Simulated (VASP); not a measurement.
Here is a VASP 6.6.1 calculation.

File INCAR:

```
SYSTEM = Zn24S23
PREC     = Accurate       ! precision mode
ENCUT    = 400            ! plane-wave cutoff, eV
EDIFF    = 1E-6           ! SCF threshold, eV
ISMEAR   = 0              ! smearing method
SIGMA    = 0.01           ! smearing width, eV
LREAL    = Auto         
LASPH    = .True.         ! aspherical terms in the spheres
NELM     = 120            ! most SCF steps
ALGO     = Normal         ! electronic algorithm
ISIF     = 2              ! what is computed and relaxed
LWAVE    = .False.        ! write WAVECAR
LCHARG   = .False.        ! write CHGCAR
GGA      = PE             ! functional
NBANDS   = 242            ! bands
GGA_COMPAT= .False.
```

KPOINTS

```
regular mesh
0
Gamma
  1 1 1
  0 0 0
```

Contents of POSCAR:

```
Zn24S23
1.0
   -7.6881338714      0.0000000001     -6.3046430491
    3.8440669358      6.6581192403     -6.3046430491
    3.8440669357     -6.6581192404     -6.3046430491
Zn S
24 23
Direct
    0.8198627930      0.4865294596      0.6531961263
    0.4974073661      0.1640740328      0.3307406994
    0.6679163147      0.3330706949      1.0040258119
    0.1706924785      0.3345829813      0.4997373616
    0.6664040283      0.8373591452      0.5012496480
    0.3355295664      0.4990970645      0.1679043035
    0.9986227909      0.1652916031      0.8311786802
    0.8324303978      1.0012376368      0.1688628998
    0.4986249364      0.6645120136      0.8319561243
    0.3345709702      1.0021962331      0.6657637312
    0.9978453469      0.6652894576      0.3319582698
    0.1665534231      0.8332200898      0.9998867565
    0.5249894595      0.3376088632      0.6520271015
    0.1626304997      1.0027562825      0.3346698016
    0.3360896159      0.1680031350      0.9959638330
    0.8186937681      0.1916561262      0.5042755299
    0.3337607886      0.6691346622      0.4997339820
    1.0024679955      0.3330673153      0.1670941219
    0.6664006486      1.0004274553      0.8358013288
    0.5013364683      0.8292971663      0.1694229492
    0.1656308010      0.4983751148      0.8291400610
    0.9958067277      0.8322974677      0.6650417815
    0.6709421965      0.4853604348      0.3583227928
    0.8317084482      0.6624733944      0.9989641343
    0.3735304000      0.0401970667      0.2068637333
    0.5465668892      0.2133631290      0.8708180675
    0.0374847342      0.2132335559      0.3800297957
    0.5466964624      0.7041514009      0.3799002225
    0.2103546235      0.3759619709      0.0399933327
    0.8705079262      0.0464415532      0.7033126609
    0.7092953042      0.8733266660      0.0436879568
    0.3797748866      0.5366459942      0.7038412595
    0.2066599993      0.8770212901      0.5426286375
    0.8699793276      0.5371745928      0.2131082199
    0.0411524677      0.7078191344      0.8744858010
    0.3819825528      0.2117459161      0.5416611637
    0.0408842197      0.8750427888      0.2092194986
    0.2083761221      0.0425528320      0.8742175530
    0.7083278304      0.0486492195      0.3784125828
    0.2086702408      0.5438940550      0.3748393474
    0.8772273883      0.2081726808      0.0420035741
    0.5415060141      0.8753369074      0.7105607217
    0.3758861653      0.7075508863      0.0417094554
    0.0359434337      0.3748567240      0.7039169840
    0.8705836507      0.7026101004      0.5415233907
    0.5450792495      0.3749944971      0.2153158861
    0.7081900574      0.5372503174      0.8692767670
```

Potentials or basis: VASP PAW PBE potentials, release 64 (Zn, S).

Launch:

```sh
$ cat potpaw_PBE.64/Zn/POTCAR potpaw_PBE.64/S/POTCAR > POTCAR
$ mpirun -np 1 vasp_gam > vasp.out
```

Question: Estimate the band gap on the k mesh.

Answer: 2.56 eV.

Question: Estimate the pressure.

Answer: -1.5 GPa.

Question: Predict the largest force.

Answer: 0.014 eV/Å.

Forces on the atoms (eV/Å):
```
Zn   0.000  0.000  0.012
Zn   0.000  0.000  0.013
Zn   0.004 -0.004 -0.002
Zn  -0.005 -0.002 -0.002
Zn   0.001  0.006 -0.002
Zn  -0.002 -0.004 -0.004
Zn   0.001 -0.001  0.005
Zn   0.004  0.001 -0.004
Zn   0.001  0.001  0.005
Zn  -0.003  0.004 -0.004
Zn  -0.002  0.000  0.005
Zn   0.000  0.000 -0.002
Zn  -0.012  0.008 -0.004
Zn   0.004  0.001 -0.001
Zn  -0.003  0.003 -0.001
Zn   0.012  0.006 -0.004
Zn   0.001  0.003 -0.004
Zn  -0.003 -0.001 -0.004
Zn   0.003 -0.002 -0.004
Zn  -0.001 -0.004 -0.001
Zn   0.001  0.000  0.004
Zn   0.000 -0.001  0.004
Zn  -0.001 -0.014 -0.004
Zn   0.000  0.001  0.004
S    0.000  0.000  0.000
S   -0.001  0.004  0.001
S    0.004 -0.001  0.001
S   -0.003 -0.003  0.001
S    0.000  0.000  0.001
S    0.000  0.007 -0.002
S    0.000  0.000  0.001
S   -0.006 -0.003 -0.002
S    0.000  0.000  0.001
S    0.006 -0.003 -0.002
S    0.000  0.000 -0.002
S    0.002 -0.001 -0.005
S   -0.004  0.002 -0.001
S    0.000 -0.004 -0.001
S   -0.002 -0.001 -0.005
S    0.002  0.003  0.003
S   -0.003  0.000  0.003
S    0.002 -0.003  0.003
S    0.004  0.002 -0.001
S    0.005  0.004  0.001
S    0.001 -0.006  0.001
S    0.000  0.002 -0.005
S   -0.006  0.002  0.001
```

Caveat: the k points lie up to 0.64 Å⁻¹ apart.
